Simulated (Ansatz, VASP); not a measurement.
**MgO: VASP beside Ansatz**

Contents of POSCAR:

```
MgO
1.0
    0.0000000000      2.1905000000      2.1905000000
    2.1905000000      0.0000000000      2.1905000000
    2.1905000000      2.1905000000      0.0000000000
Mg O
1 1
Direct
    0.0000000000      0.0000000000      0.0000000000
    0.5000000000      0.5000000000      0.5000000000
```

File INCAR.step1:

```
PREC = Accurate
ENCUT = 520
ISMEAR = -1
SIGMA = 0.15
LREAL = F
LASPH = T
NELM = 60
NBANDS = 11
GGA = PE
ALGO = Normal
EDIFF = 1E-4
LWAVE = T
LCHARG = F
```

The input INCAR.step2:

```
PREC = Accurate
ENCUT = 520
EDIFF = 1E-6
ISMEAR = -1
SIGMA = 0.15
LREAL = F
LASPH = T
NELM = 60
ALGO = Normal
ISIF = 2
LWAVE = F
LCHARG = F
METAGGA = R2SCAN
LMIXTAU = T
NBANDS = 11
ISTART = 1
```

Contents of KPOINTS:

```
Automatic mesh
0
Gamma
  8 8 8
```

Input for Ansatz:

```yaml
crystal:
  lattice:
    - [0.0, 2.1905, 2.1905]
    - [2.1905, 0.0, 2.1905]
    - [2.1905, 2.1905, 0.0]
  atoms:
    - { symbol: Mg, position: [0.0, 0.0, 0.0] }
    - { symbol: O, position: [0.5, 0.5, 0.5] }
hamiltonian:
  xc: r2scan
  pseudopotentials: { kind: paw }
basis:
  ecutwfc: 500
kpoints:
  mp_grid: { grid: [8, 8, 8] }
scf:
  occupations: { method: fermi_dirac, width: 0.15 }
  lower_state_search: "off"
  max_iter: 50
output:
  forces: true
  stress: true
```

Alike in both runs: task single point; functional r2SCAN; k mesh 8 × 8 × 8; occupations fermi-dirac, width 0.15 eV; no spin polarisation.

```csv
,VASP,Ansatz
version,VASP 6.6.1,Ansatz 0.2.0
potentials or method,"VASP PAW PBE potentials, release 64 (Mg, O), cutoff 520 eV","PAW, plane waves, scalar-relativistic"
valence electrons in the cell,8,16
```

```csv
,VASP,Ansatz,Ansatz less VASP
pressure (GPa),-17.0,-16.0,+1.02
```

VASP's potentials were made for PBE, not for r2SCAN. VASP's potentials hold 8 valence electrons a cell and Ansatz's 16, so a difference there can come from the potentials and not from the codes.
